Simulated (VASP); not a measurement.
# Ge (Fd-3m) in VASP: single point with LDA

Aim: the single point of Ge with LDA.

Everything below comes from runs of VASP 6.6.1. Logs are shortened: lines on timing, memory, paths and dates and some standing lists are left out, and cuts for length are marked.

### 1 The cell of the first run

The structure is cubic, space group Fd-3m (No. 227). Conventional cell: a = 5.622 Å, b = 5.622 Å, c = 5.622 Å, α = 90.00°, β = 90.00°, γ = 90.00°. Ge (site symmetry -43m) has 4 Ge at 2.43 Å within 3.2 Å.

### 2 Single point, LDA

File INCAR:

```
SYSTEM = Ge
ALGO     = Normal         ! electronic algorithm
EDIFF    = 1E-7           ! SCF threshold, eV
ENCUT    = 520            ! plane-wave cutoff, eV
ISIF     = 2              ! what is computed and relaxed
ISMEAR   = 1              ! smearing method
ISYM     = 0            
LASPH    = .TRUE.         ! aspherical terms in the spheres
LCHARG   = .FALSE.        ! write CHGCAR
LREAL    = .FALSE.        ! projectors in reciprocal space
LWAVE    = .FALSE.        ! write WAVECAR
NBANDS   = 36             ! bands
NELM     = 60             ! most SCF steps
PREC     = Accurate       ! precision mode
SIGMA    = 0.05           ! smearing width, eV
```

File KPOINTS:

```
k-points
0
G
  8 8 6
  0 0 0
```

File POSCAR:

```
Ge
1.0
    2.8109187205      2.8109187205      0.0000000000
   -2.8109187205      2.8109187205      0.0000000000
    0.0000000000      0.0000000000      5.6218374411
Ge
4
Direct
    0.2500000000      0.5000000000      0.3750000000
    0.7500000000      0.0000000000      0.8750000000
    0.2500000000      0.0000000000      0.1250000000
    0.7500000000      0.5000000000      0.6250000000
```

Potentials or basis: VASP PAW LDA potentials, release 64 (Ge_d).

On the command line:

```bash
$ cat potpaw_LDA.64/Ge_d/POTCAR > POTCAR
$ mpirun -np 1 vasp_std > vasp.out
```

OUTCAR:

```text
SYSTEM = Ge
   EDIFF = 1E-7
   ENCUT = 520
   ISIF = 2
   ISMEAR = 1
   ISYM = 0
   LASPH = .TRUE.
   LREAL = .FALSE.
   NELM = 60
   PREC = Accurate

 ion  position               nearest neighbor table
   1  0.250  0.500  0.375-   3 2.43   4 2.43   3 2.43   4 2.43
   2  0.750  0.000  0.875-   3 2.43   4 2.43   4 2.43   3 2.43
   3  0.250  0.000  0.125-   1 2.43   2 2.43   1 2.43   2 2.43
   4  0.750  0.500  0.625-   1 2.43   2 2.43   2 2.43   1 2.43

IMPORTANT INFORMATION: All symmetrisations will be switched off!
NOSYMM: (Re-)initialisation of all symmetry stuff for point group C_1.

----------------------------------------------------------------------------------------

                                     Primitive cell

  volume of cell :      88.8392

  direct lattice vectors                    reciprocal lattice vectors
     2.810918721  2.810918721  0.000000000     0.177877786  0.177877786  0.000000000
    -2.810918721  2.810918721  0.000000000    -0.177877786  0.177877786  0.000000000
     0.000000000  0.000000000  5.621837441     0.000000000  0.000000000  0.177877786

  length of vectors
     3.975239377  3.975239377  5.621837441     0.251557178  0.251557178  0.177877786

  position of ions in fractional coordinates (direct lattice)
     0.250000000  0.500000000  0.375000000
     0.750000000  0.000000000  0.875000000
     0.250000000  0.000000000  0.125000000
     0.750000000  0.500000000  0.625000000

  ion indices of the primitive-cell ions
   primitive index   ion index
                 1           1
                 2           2
                 3           3
                 4           4

----------------------------------------------------------------------------------------

 KPOINTS: k-points

Automatic generation of k-mesh.
 Grid dimensions read from file:
 generate k-points for:    8    8    6

 Generating k-lattice:

  Cartesian coordinates                     Fractional coordinates (reciprocal lattice)
     0.022234723  0.022234723  0.000000000     0.125000000  0.000000000  0.000000000
    -0.022234723  0.022234723  0.000000000     0.000000000  0.125000000  0.000000000
     0.000000000  0.000000000  0.029646298     0.000000000  0.000000000  0.166666667

  Length of vectors
     0.031444647  0.031444647  0.029646298

  Shift w.r.t. Gamma in fractional coordinates (k-lattice)
     0.000000000  0.000000000  0.000000000

 Subroutine IBZKPT returns following result:
 ===========================================

 Found    196 irreducible k-points:

 Following reciprocal coordinates:
            Coordinates               Weight
  0.000000  0.000000  0.000000      1.000000
  0.125000  0.000000  0.000000      2.000000
  0.000000  0.125000  0.000000      2.000000
  0.250000  0.000000  0.000000      2.000000
  0.000000  0.250000  0.000000      2.000000
  0.375000  0.000000  0.000000      2.000000
[... 16 lines left out ...]
 -0.250000  0.250000  0.000000      2.000000
  0.375000  0.250000  0.000000      2.000000
 [... further k-points ...]
   k-points           NKPTS =    196   k-points in BZ     NKDIM =    196   number of bands    NBANDS=     36
   number of dos      NEDOS =    301   number of ions     NIONS =      4
   total plane-waves  NPLWV =  37800
   dimension x,y,z NGX =    30 NGY =   30 NGZ =   42
   dimension x,y,z NGXF=    60 NGYF=   60 NGZF=   84
   ions per type =               4
   NGX,Y,Z   is equivalent  to a cutoff of  12.55, 12.55, 12.42 a.u.
   NGXF,Y,Z  is equivalent  to a cutoff of  25.09, 25.09, 24.84 a.u.
 SYSTEM =  Ge
   PREC   = accura    normal or accurate (medium, high low for compatibility)
   ISTART =      0    job   : 0-new  1-cont  2-samecut
   ICHARG =      2    charge: 1-file 2-atom 10-const
   ISPIN  =      1    spin polarized calculation?
   LNONCOLLINEAR =      F non collinear calculations
   LSORBIT =      F    spin-orbit coupling
   LASPH  =      T    aspherical Exc in radial PAW
   ENCUT  =  520.0 eV  38.22 Ry    6.18 a.u.   7.39  7.39 10.45*2*pi/ulx,y,z
   NELM   =     60;   NELMIN=  2; NELMDL= -5     # of ELM steps
   EDIFF  = 0.1E-06   stopping-criterion for ELM
   LREAL  =      F    real-space projection
   EDIFFG = 0.1E-05   stopping-criterion for IOM
   NSW    =      0    number of steps for IOM
   IBRION =     -1    ionic relax: 0-MD 1-quasi-New 2-CG
   NFREE  =      0    steps in history (QN), initial steepest desc. (CG)
   ISIF   =      2    stress and relaxation
   ISYM   =      0    0-nonsym 1-usesym 2-fastsym
   POTIM  = 0.5000    time-step for ionic-motion
   TEBEG  =    0.0;   TEEND  =   0.0 temperature during run
   PSTRESS=    0.0 pullay stress
   NELECT =      56.0000    total number of electrons
   NUPDOWN=      -1.0000    fix difference up-down
   EMIN   =  10.00;   EMAX   =-10.00  energy-range for DOS
   EFERMI =   0.00;   METHOD = LEGACY
   ISMEAR =     1;   SIGMA  =   0.05  broadening in eV -4-tet -1-fermi 0-gaus
   EFERMI_NEDOS =   21; number of points for ismear=-14 and -15
   IALGO  =     38    algorithm
   IMIX   =      4    mixing-type and parameters
     AMIX     =   0.40;   BMIX     =  1.00
     AMIX_MAG =   1.60;   BMIX_MAG =  1.00
  volume/ion in A,a.u.               =      22.21       149.88
  Fermi-wavevector in a.u.,A,eV,Ry     =   1.403684  2.652577 26.807935  1.970328
  Thomas-Fermi vector in A             =   2.526321
   LORBIT       =      0    0 simple, 1 ext, 2 COOP (PROOUT), +10 PAW based schemes
   GGA     = CA    functional components
   LHFCALC =     F    Hartree Fock is set to
   AEXX    =    0.0000 exact exchange contribution
   IVDW    =     0    specifies the selected vdW correction
   LEPSILON=     F    determine dielectric tensor
   LRPA    =     F    only Hartree local field effects (RPA)
 non-spin polarized calculation
 Methfessel and Paxton  Order N= 1 SIGMA  =   0.05
  energy-cutoff  :      520.00
  volume of cell :       88.84
 maximum number of plane-waves:      2432
 NGX is ok and might be reduce to    30
   NGX = 15   NGY = 15   NGZ = 21

 number of electron      56.0000032 magnetization

 Free energy of the ion-electron system (eV)
  ---------------------------------------------------
  ext. energy  EPLUGINS =         0.00000000
  ---------------------------------------------------
  free energy    TOTEN  =       -20.77590734 eV

  energy without entropy =      -20.77585676  energy(sigma->0) =      -20.77589048

 E-fermi :   4.9379     XC(G=0): -10.3787

 val. band max:        4.9126135352   @ k =   0.0000   0.0000   0.0000
 cond. band min:       4.9438585386   @ k =   0.0000   0.0000   0.0000
 fundamental gap:      0.0312450034
 Fermi energy:         4.9378521112

 k-point     1 :       0.0000    0.0000    0.0000
  band No.  band energies     occupation
      1     -20.0906      2.00000
      2     -20.0906      2.00000
      3     -20.0552      2.00000
      4     -20.0552      2.00000
      5     -20.0543      2.00000
      6     -20.0173      2.00000
[... 28 lines left out ...]
     35      11.1673      0.00000
     36      14.5108      0.00000

 k-point     2 :       0.1250    0.0000    0.0000
  band No.  band energies     occupation
      1     -20.0989      2.00000
      2     -20.0910      2.00000
      3     -20.0630      2.00000
      4     -20.0576      2.00000
      5     -20.0549      2.00000
      6     -20.0106      2.00000
[... 28 lines left out ...]
     35      11.8566      0.00000
     36      13.4138      0.00000

 k-point     3 :       0.0000    0.1250    0.0000
  band No.  band energies     occupation
      1     -20.0989      2.00000
      2     -20.0910      2.00000
      3     -20.0630      2.00000
      4     -20.0576      2.00000
      5     -20.0549      2.00000
      6     -20.0106      2.00000
[... 28 lines left out ...]
     35      11.8566      0.00000
     36      13.4142      0.00000

 k-point     4 :       0.2500    0.0000    0.0000
  band No.  band energies     occupation
      1     -20.1084      2.00000
      2     -20.0917      2.00000
      3     -20.0754      2.00000
      4     -20.0673      2.00000
      5     -20.0484      2.00000
      6     -19.9982      2.00000
[... 28 lines left out ...]
     35      12.1364      0.00000
     36      12.3361      0.00000

 k-point     5 :       0.0000    0.2500    0.0000
  band No.  band energies     occupation
      1     -20.1084      2.00000
      2     -20.0917      2.00000
      3     -20.0754      2.00000
      4     -20.0673      2.00000
      5     -20.0484      2.00000
      6     -19.9982      2.00000
[... 655 lines left out ...]
 k-point    22 :       0.2500    0.2500    0.0000
  band No.  band energies     occupation
      1     -20.1051      2.00000
      2     -20.1051      2.00000
      3     -20.0741      2.00000
      4     -20.0736      2.00000
      5     -20.0617      2.00000
      6     -19.9809      2.00000
[... 28 lines left out ...]
     35      10.7829      0.00000
     36      10.7830      0.00000

 k-point    23 :      -0.2500    0.2500    0.0000
  band No.  band energies     occupation
      1     -20.1051      2.00000
      2     -20.1051      2.00000
      3     -20.0741      2.00000
      4     -20.0736      2.00000
      5     -20.0617      2.00000
      6     -19.9809      2.00000
[... 28 lines left out ...]
     35      10.7829      0.00000
     36      10.7830      0.00000

 k-point    24 :       0.3750    0.2500    0.0000
  band No.  band energies     occupation
      1     -20.1036      2.00000
      2     -20.1006      2.00000
      3     -20.0844      2.00000
      4     -20.0826      2.00000
      5     -20.0459      2.00000
      6     -19.9838      2.00000
[... 28 lines left out ...]
     35      11.8607      0.00000
     36      12.0544      0.00000

 [... further k-points ...]

------------------------ aborting loop because EDIFF is reached ----------------------------------------

  FORCE on cell =-STRESS in cart. coord.  units (eV):
  Direction    XX          YY          ZZ          XY          YZ          ZX
  --------------------------------------------------------------------------------------
  -------------------------------------------------------------------------------------
  Total        0.0674335      0.0674345     -0.0045741     -0.0000319      0.0000021      0.0000002
  in kB        1.2161339      1.2161513     -0.0824925     -0.0005746      0.0000383      0.0000028
  external PRESSURE =       0.7832642 kB  Pullay stress =       0.0000000 kB

 VOLUME and BASIS-vectors are now :
 -----------------------------------------------------------------------------
  energy-cutoff  :      520.00
  volume of cell :       88.84
      direct lattice vectors                 reciprocal lattice vectors
     2.810918721  2.810918721  0.000000000     0.177877786  0.177877786  0.000000000
    -2.810918721  2.810918721  0.000000000    -0.177877786  0.177877786  0.000000000
     0.000000000  0.000000000  5.621837441     0.000000000  0.000000000  0.177877786

 POSITION                                       TOTAL-FORCE (eV/Angst)
 -----------------------------------------------------------------------------------
     -0.70273      2.10819      2.10819        -0.000002      0.000001      0.000024
      2.10819      2.10819      4.91911         0.000001     -0.000001     -0.000036
      0.70273      0.70273      0.70273        -0.000002      0.000001      0.000001
      0.70273      3.51365      3.51365         0.000003     -0.000001      0.000011
 -----------------------------------------------------------------------------------
    total drift:                                0.000003     -0.000003     -0.000011

  FREE ENERGIE OF THE ION-ELECTRON SYSTEM (eV)
  ---------------------------------------------------
  free  energy   TOTEN  =       -20.7759073369 eV

  energy  without entropy=      -20.7758567583  energy(sigma->0) =      -20.77589048
```

It took 13 min on 1 thread of Intel Xeon 8259CL, shared host; peak memory 0.49 GiB.

Results:

```yaml
Free_energy: -20.7759 eV
Pressure: 0.1 GPa
Band_gap_on_the_k_mesh: 0.03 eV
```
